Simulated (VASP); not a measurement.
**AlN: single point with LDA**

AlN:

```xyz
2
Lattice="0.0000 2.1710 2.1710 2.1710 0.0000 2.1710 2.1710 2.1710 0.0000" Properties=species:S:1:pos:R:3 pbc="T T T"
Al    0.0000    0.0000    0.0000
N     1.0855    1.0855    1.0855
```

```yaml
Program: VASP 6.6.1
Task: single point
Functional: LDA
Potentials_or_basis: VASP PAW LDA potentials, release 64 (Al, N)
Cutoff: 600 eV
k_mesh: 10 × 10 × 10
Occupations: gaussian, width 0.02 eV
Spin: no spin polarisation
```

- Pressure: 0.6 GPa
- Band gap on the k mesh: 3.23 eV (least direct gap 4.39 eV)

Levels at points of the mesh, in eV from the valence-band top:
| k point | band 1 | band 2 | band 3 | band 4 | band 5 | band 6 | band 7 | band 8 |
| --- | --- | --- | --- | --- | --- | --- | --- | --- |
| (0.00, 0.00, 0.00) | -14.93 | 0.00 | 0.00 | 0.00 | 4.39 | 12.51 | 12.51 | 12.51 |
| (0.50, 0.00, 0.00) | -12.75 | -5.99 | -0.49 | -0.49 | 7.43 | 9.89 | 11.07 | 11.07 |
| (0.50, 0.50, 0.00) | -12.08 | -5.01 | -1.81 | -1.81 | 3.23 | 8.52 | 13.99 | 15.71 |

Run time: 30 s on 1 thread of Intel Xeon 8259CL (shared host), peak memory 0.14 GiB.

A k mesh can miss the band edges.
